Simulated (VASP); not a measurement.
# BaRhO3 (Pm-3m) in VASP: single point with LDA

Aim: the single point of BaRhO3 with LDA.

Everything below comes from runs of VASP 6.6.1. Logs are shortened: lines on timing, memory, paths and dates and some standing lists are left out, and cuts for length are marked.

**1. The cell of the first run**

Symmetry: Pm-3m, No. 221, cubic system. The conventional cell has a = 4.094 Å, b = 4.094 Å, c = 4.094 Å, α = 90.00°, β = 90.00°, γ = 90.00°. Ba (site symmetry m-3m) has 12 O at 2.90 Å and 8 Rh at 3.55 Å within 3.8 Å. Rh (site symmetry m-3m) has 6 O at 2.05 Å within 2.7 Å. O (site symmetry 4/mmm) has 2 Rh at 2.05 Å within 2.7 Å.

**2. Single point, LDA**

Contents of INCAR:

```
PREC = Accurate
ENCUT = 520
EDIFF = 1E-6
ISMEAR = -1
SIGMA = 0.1
LREAL = F
LASPH = T
NELM = 60
ALGO = Normal
ISIF = 2
LWAVE = F
LCHARG = F
GGA = CA
NBANDS = 30
```

Contents of KPOINTS:

```
regular mesh
0
Gamma
  9 9 9
```

Contents of POSCAR:

```
BaRhO3
1.0
    4.0944550000      0.0000000000      0.0000000000
    0.0000000000      4.0944550000      0.0000000000
    0.0000000000      0.0000000000      4.0944550000
Ba Rh O
1 1 3
Direct
    0.0000000000      0.0000000000      0.0000000000
    0.5000000000      0.5000000000      0.5000000000
    0.5000000000      0.0000000000      0.5000000000
    0.0000000000      0.5000000000      0.5000000000
    0.5000000000      0.5000000000      0.0000000000
```

Potentials or basis: VASP PAW LDA potentials, release 64 (Ba_sv, Rh_pv, O).

Launch:

```sh
cat potpaw_LDA.64/Ba_sv/POTCAR potpaw_LDA.64/Rh_pv/POTCAR potpaw_LDA.64/O/POTCAR > POTCAR
mpirun -np 1 vasp_std > vasp.out
```

OUTCAR:

```text
PREC = Accurate
   ENCUT = 520
   EDIFF = 1E-6
   ISMEAR = -1
   LREAL = F
   LASPH = T
   NELM = 60
   ISIF = 2
   GGA = CA

 ion  position               nearest neighbor table
   1  0.000  0.000  0.000-   3 2.90   4 2.90   5 2.90   3 2.90   4 2.90   4 2.90   5 2.90   4 2.90
                             3 2.90   5 2.90   3 2.90   5 2.90   2 3.55   2 3.55   2 3.55   2 3.55
   2  0.500  0.500  0.500-   3 2.05   4 2.05   5 2.05   5 2.05   3 2.05   4 2.05   1 3.55   1 3.55
                             1 3.55   1 3.55   1 3.55   1 3.55   1 3.55   1 3.55
   3  0.500  0.000  0.500-   2 2.05   2 2.05   1 2.90   1 2.90   1 2.90   1 2.90
   4  0.000  0.500  0.500-   2 2.05   2 2.05   1 2.90   1 2.90   1 2.90   1 2.90
   5  0.500  0.500  0.000-   2 2.05   2 2.05   1 2.90   1 2.90   1 2.90   1 2.90

  LATTYP: Found a simple cubic cell.
 ALAT       =     4.0944550000

  Lattice vectors:

 A1 = (   4.0944550000,   0.0000000000,   0.0000000000)
 A2 = (   0.0000000000,   4.0944550000,   0.0000000000)
 A3 = (   0.0000000000,   0.0000000000,   4.0944550000)

Analysis of symmetry for initial positions (statically):
=====================================================================
 Subroutine PRICEL returns:
 Original cell was already a primitive cell.

 Routine SETGRP: Setting up the symmetry group for a
 simple cubic supercell.

 Subroutine GETGRP returns: Found 48 space group operations
 (whereof 48 operations were pure point group operations)
 out of a pool of 48 trial point group operations.

The static configuration has the point symmetry O_h .

Analysis of symmetry for dynamics (positions and initial velocities):
=====================================================================
 Subroutine PRICEL returns:
 Original cell was already a primitive cell.

 Routine SETGRP: Setting up the symmetry group for a
 simple cubic supercell.

 Subroutine GETGRP returns: Found 48 space group operations
 (whereof 48 operations were pure point group operations)
 out of a pool of 48 trial point group operations.

The dynamic configuration has the point symmetry O_h .

 Subroutine INISYM returns: Found 48 space group operations
 (whereof 48 operations are pure point group operations),
 and found     1 'primitive' translations

----------------------------------------------------------------------------------------

                                     Primitive cell

  volume of cell :      68.6417

  direct lattice vectors                    reciprocal lattice vectors
     4.094455000  0.000000000  0.000000000     0.244232749  0.000000000  0.000000000
     0.000000000  4.094455000  0.000000000     0.000000000  0.244232749  0.000000000
     0.000000000  0.000000000  4.094455000     0.000000000  0.000000000  0.244232749

  length of vectors
     4.094455000  4.094455000  4.094455000     0.244232749  0.244232749  0.244232749

  position of ions in fractional coordinates (direct lattice)
     0.000000000  0.000000000  0.000000000
     0.500000000  0.500000000  0.500000000
     0.500000000  0.000000000  0.500000000
     0.000000000  0.500000000  0.500000000
     0.500000000  0.500000000  0.000000000

  ion indices of the primitive-cell ions
   primitive index   ion index
                 1           1
                 2           2
                 3           3
                 4           4
                 5           5

----------------------------------------------------------------------------------------

 KPOINTS: regular mesh

Automatic generation of k-mesh.
 Grid dimensions read from file:
 generate k-points for:    9    9    9

 Generating k-lattice:

  Cartesian coordinates                     Fractional coordinates (reciprocal lattice)
     0.027136972  0.000000000  0.000000000     0.111111111  0.000000000  0.000000000
     0.000000000  0.027136972  0.000000000     0.000000000  0.111111111  0.000000000
     0.000000000  0.000000000  0.027136972     0.000000000  0.000000000  0.111111111

  Length of vectors
     0.027136972  0.027136972  0.027136972

  Shift w.r.t. Gamma in fractional coordinates (k-lattice)
     0.000000000  0.000000000  0.000000000

 Subroutine IBZKPT returns following result:
 ===========================================

 Found     35 irreducible k-points:

 Following reciprocal coordinates:
            Coordinates               Weight
  0.000000  0.000000  0.000000      1.000000
  0.111111  0.000000  0.000000      6.000000
  0.222222  0.000000  0.000000      6.000000
  0.333333  0.000000  0.000000      6.000000
  0.444444  0.000000  0.000000      6.000000
  0.111111  0.111111  0.000000     12.000000
[... 16 lines left out ...]
  0.333333  0.333333  0.111111     24.000000
  0.444444  0.333333  0.111111     48.000000
 [... further k-points ...]
   k-points           NKPTS =     35   k-points in BZ     NKDIM =     35   number of bands    NBANDS=     30
   number of dos      NEDOS =    301   number of ions     NIONS =      5
   total plane-waves  NPLWV =  27000
   dimension x,y,z NGX =    30 NGY =   30 NGZ =   30
   dimension x,y,z NGXF=    60 NGYF=   60 NGZF=   60
   ions per type =               1   1   3
   NGX,Y,Z   is equivalent  to a cutoff of  12.18, 12.18, 12.18 a.u.
   NGXF,Y,Z  is equivalent  to a cutoff of  24.36, 24.36, 24.36 a.u.
 SYSTEM =  unknown system
   PREC   = accura    normal or accurate (medium, high low for compatibility)
   ISTART =      0    job   : 0-new  1-cont  2-samecut
   ICHARG =      2    charge: 1-file 2-atom 10-const
   ISPIN  =      1    spin polarized calculation?
   LNONCOLLINEAR =      F non collinear calculations
   LSORBIT =      F    spin-orbit coupling
   LASPH  =      T    aspherical Exc in radial PAW
   ENCUT  =  520.0 eV  38.22 Ry    6.18 a.u.   7.61  7.61  7.61*2*pi/ulx,y,z
   NELM   =     60;   NELMIN=  2; NELMDL= -5     # of ELM steps
   EDIFF  = 0.1E-05   stopping-criterion for ELM
   LREAL  =      F    real-space projection
   EDIFFG = 0.1E-04   stopping-criterion for IOM
   NSW    =      0    number of steps for IOM
   IBRION =     -1    ionic relax: 0-MD 1-quasi-New 2-CG
   NFREE  =      0    steps in history (QN), initial steepest desc. (CG)
   ISIF   =      2    stress and relaxation
   ISYM   =      2    0-nonsym 1-usesym 2-fastsym
   POTIM  = 0.5000    time-step for ionic-motion
   TEBEG  =    0.0;   TEEND  =   0.0 temperature during run
   PSTRESS=    0.0 pullay stress
   NELECT =      43.0000    total number of electrons
   NUPDOWN=      -1.0000    fix difference up-down
   EMIN   =  10.00;   EMAX   =-10.00  energy-range for DOS
   EFERMI =   0.00;   METHOD = LEGACY
   ISMEAR =    -1;   SIGMA  =   0.10  broadening in eV -4-tet -1-fermi 0-gaus
   EFERMI_NEDOS =   21; number of points for ismear=-14 and -15
   IALGO  =     38    algorithm
   IMIX   =      4    mixing-type and parameters
     AMIX     =   0.40;   BMIX     =  1.00
     AMIX_MAG =   1.60;   BMIX_MAG =  1.00
  volume/ion in A,a.u.               =      13.73        92.64
  Fermi-wavevector in a.u.,A,eV,Ry     =   1.400774  2.647080 26.696931  1.962169
  Thomas-Fermi vector in A             =   2.523702
   LORBIT       =      0    0 simple, 1 ext, 2 COOP (PROOUT), +10 PAW based schemes
   GGA     = CA    functional components
   LHFCALC =     F    Hartree Fock is set to
   AEXX    =    0.0000 exact exchange contribution
   IVDW    =     0    specifies the selected vdW correction
   LEPSILON=     F    determine dielectric tensor
   LRPA    =     F    only Hartree local field effects (RPA)
 non-spin polarized calculation
  energy-cutoff  :      520.00
  volume of cell :       68.64
 maximum number of plane-waves:      1865
   NGX = 15   NGY = 15   NGZ = 15

 number of electron      42.9999989 magnetization

 Free energy of the ion-electron system (eV)
  ---------------------------------------------------
  ext. energy  EPLUGINS =         0.00000000
  ---------------------------------------------------
  free energy    TOTEN  =       -36.14761441 eV

  energy without entropy =      -35.95690864  energy(sigma->0) =      -36.05226153

 E-fermi :   4.1292     XC(G=0): -11.6807

 val. band max:        4.1209125739   @ k =   0.4444   0.0000   0.0000
 cond. band min:       4.1388116554   @ k =   0.4444   0.3333   0.2222
 fundamental gap:      0.0178990816
 Fermi energy:         4.1291527872

 k-point     1 :       0.0000    0.0000    0.0000
  band No.  band energies     occupation
      1     -43.1288      2.00000
      2     -43.1288      2.00000
      3     -43.1288      2.00000
      4     -21.5227      2.00000
      5     -13.6266      2.00000
      6     -12.9309      2.00000
[... 22 lines left out ...]
     29      11.3900      0.00000
     30      11.3900      0.00000

 k-point     2 :       0.1111    0.0000    0.0000
  band No.  band energies     occupation
      1     -43.1295      2.00000
      2     -43.1288      2.00000
      3     -43.1288      2.00000
      4     -21.5129      2.00000
      5     -13.6234      2.00000
      6     -12.9276      2.00000
[... 22 lines left out ...]
     29      11.5159      0.00000
     30      11.5159      0.00000

 k-point     3 :       0.2222    0.0000    0.0000
  band No.  band energies     occupation
      1     -43.1312      2.00000
      2     -43.1287      2.00000
      3     -43.1287      2.00000
      4     -21.4877      2.00000
      5     -13.6387      2.00000
      6     -12.9189      2.00000
[... 22 lines left out ...]
     29      11.8218      0.00000
     30      11.8218      0.00000

 k-point     4 :       0.3333    0.0000    0.0000
  band No.  band energies     occupation
      1     -43.1332      2.00000
      2     -43.1286      2.00000
      3     -43.1286      2.00000
      4     -21.4586      2.00000
      5     -13.6895      2.00000
      6     -12.9090      2.00000
[... 22 lines left out ...]
     29      12.1443      0.00000
     30      12.1443      0.00000

 k-point     5 :       0.4444    0.0000    0.0000
  band No.  band energies     occupation
      1     -43.1345      2.00000
      2     -43.1285      2.00000
      3     -43.1285      2.00000
      4     -21.4394      2.00000
      5     -13.7354      2.00000
      6     -12.9024      2.00000
[... 22 lines left out ...]
     29      12.3375      0.00000
     30      13.1322      0.00000
[... 526 lines left out ...]
     29      12.0282      0.00000
     30      13.1581      0.00000

 k-point    22 :       0.4444    0.2222    0.1111
  band No.  band energies     occupation
      1     -43.1343      2.00000
      2     -43.1309      2.00000
      3     -43.1291      2.00000
      4     -21.4068      2.00000
      5     -13.5016      2.00000
      6     -12.8641      2.00000
[... 22 lines left out ...]
     29      12.0717      0.00000
     30      14.1612      0.00000

 k-point    23 :       0.3333    0.3333    0.1111
  band No.  band energies     occupation
      1     -43.1329      2.00000
      2     -43.1329      2.00000
      3     -43.1290      2.00000
      4     -21.4009      2.00000
      5     -13.3911      2.00000
      6     -12.8748      2.00000
[... 22 lines left out ...]
     29      12.2744      0.00000
     30      13.7146      0.00000

 k-point    24 :       0.4444    0.3333    0.1111
  band No.  band energies     occupation
      1     -43.1342      2.00000
      2     -43.1328      2.00000
      3     -43.1290      2.00000
      4     -21.3860      2.00000
      5     -13.3360      2.00000
      6     -12.8537      2.00000
[... 22 lines left out ...]
     29      12.5837      0.00000
     30      14.5703      0.00000

 [... further k-points ...]
[... 5 lines left out ...]
  --------------------------------------------------------------------------------------
  -------------------------------------------------------------------------------------
  Total       -6.0045127     -6.0045127     -6.0045127     -0.0000000      0.0000000     -0.0000000
  in kB     -140.1522388   -140.1522388   -140.1522388     -0.0000000      0.0000000     -0.0000000
  external PRESSURE =    -140.1522388 kB  Pullay stress =       0.0000000 kB

 VOLUME and BASIS-vectors are now :
 -----------------------------------------------------------------------------
  energy-cutoff  :      520.00
  volume of cell :       68.64
      direct lattice vectors                 reciprocal lattice vectors
     4.094455000  0.000000000  0.000000000     0.244232749  0.000000000  0.000000000
     0.000000000  4.094455000  0.000000000     0.000000000  0.244232749  0.000000000
     0.000000000  0.000000000  4.094455000     0.000000000  0.000000000  0.244232749

 POSITION                                       TOTAL-FORCE (eV/Angst)
 -----------------------------------------------------------------------------------
      0.00000      0.00000      0.00000         0.000000      0.000000      0.000000
      2.04723      2.04723      2.04723         0.000000      0.000000      0.000000
      2.04723      0.00000      2.04723         0.000000      0.000000      0.000000
      0.00000      2.04723      2.04723         0.000000      0.000000      0.000000
      2.04723      2.04723      0.00000         0.000000      0.000000      0.000000
 -----------------------------------------------------------------------------------
    total drift:                                0.000000      0.000000     -0.000000

  FREE ENERGIE OF THE ION-ELECTRON SYSTEM (eV)
  ---------------------------------------------------
  free  energy   TOTEN  =       -36.1476144112 eV

  energy  without entropy=      -35.9569086443  energy(sigma->0) =      -36.05226153
```

Wall time 43 s (1 thread of Intel Xeon Platinum 8488C (Sapphire Rapids), shared host); peak memory 0.2 GiB.

What came out:

```yaml
Free_energy: -36.1476 eV
Pressure: -14.0 GPa
```

Caveat: spin-orbit coupling is left out, which moves the levels of the heavy elements; an odd number of electrons without spin polarisation forces a metal; a magnetic or distorted state may lie lower.
